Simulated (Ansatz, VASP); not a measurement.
# SrCl2 in VASP and in Ansatz

```
Sr Cl
1.0
     0.03259    3.48550    3.48550
     3.51809    0.00000    3.51809
     3.48550    3.48550    0.03259
Sr Cl
1 2
Direct
  0.00000 0.00000 0.00000
  0.25000 0.25000 0.25000
  0.75000 0.75000 0.75000
```

Change from the starting cell: strain +0.0187 x Voigt [0, 0, 0, 0, 1, 0], atoms carried along.

Alike in both runs: task single point; functional r2SCAN; k mesh 6 × 6 × 6; occupations gaussian, width 0.05 eV; no spin polarisation.

```csv
,VASP,Ansatz
version,VASP 6.6.1,Ansatz 0.2.0
potentials or method,"VASP PAW PBE potentials, release 64 (Sr_sv, Cl), cutoff 520 eV","scalar-relativistic, plane waves, PAW"
valence electrons in the cell,24,24
```

Ansatz gave:

| Property | Result |
| --- | --- |
| gap on the k mesh at the Fermi level (eV) | 5.98 |
| least direct gap on the mesh (eV) | 5.99 |
| pressure (GPa) | 0.4 |
| traceless stress, the component that is largest in VASP (GPa) | -0.30 |
| rms of the force components (eV/Å) | 0.024 |

Q: Estimate VASP's values.

A: gap on the k mesh at the Fermi level (eV): 5.98; least direct gap on the mesh (eV): 5.99; pressure (GPa): 0.4; traceless stress, the component that is largest in VASP (GPa): -0.31; rms of the force components (eV/Å): 0.024.

VASP's potentials were made for PBE, not for r2SCAN. Atom by atom the forces differ by 0.001 eV/Å (rms over components). The functional is the same, so the differences come from potentials, cutoffs and numerics.
